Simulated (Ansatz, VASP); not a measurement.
## Two plane-wave programs on BeS

```
Be S
1.0
     3.38975    0.00000    0.00000
    -1.69487    2.93561    0.00000
     0.00000    0.00000    7.54679
Be S
2 2
Direct
  0.33333 0.66667 0.25000
  0.66667 0.33333 0.75000
  0.66667 0.33333 0.25000
  0.33333 0.66667 0.75000
```

Alike in both runs: task single point; functional PBE; k mesh 9 × 9 × 4; no spin polarisation.

```csv
,VASP,Ansatz
version,VASP 6.6.1,Ansatz 0.2.0
potentials or method,"VASP PAW PBE potentials, release 64 (Be, S)","plane waves, PAW"
plane-wave cutoff (eV),520,420
occupations,"gaussian, width 0.01 eV",fixed
valence electrons in the cell,16,16
```

Ansatz gave:

| Quantity | Value |
| --- | --- |
| gap on the k mesh at the Fermi level (eV) | 4.16 |
| pressure (GPa) | 4.4 |
| traceless stress, the component that is largest in VASP (GPa) | -4.15 |

Question: Estimate VASP's values.

Answer: gap on the k mesh at the Fermi level (eV): 4.19; pressure (GPa): 4.4; traceless stress, the component that is largest in VASP (GPa): -4.16.
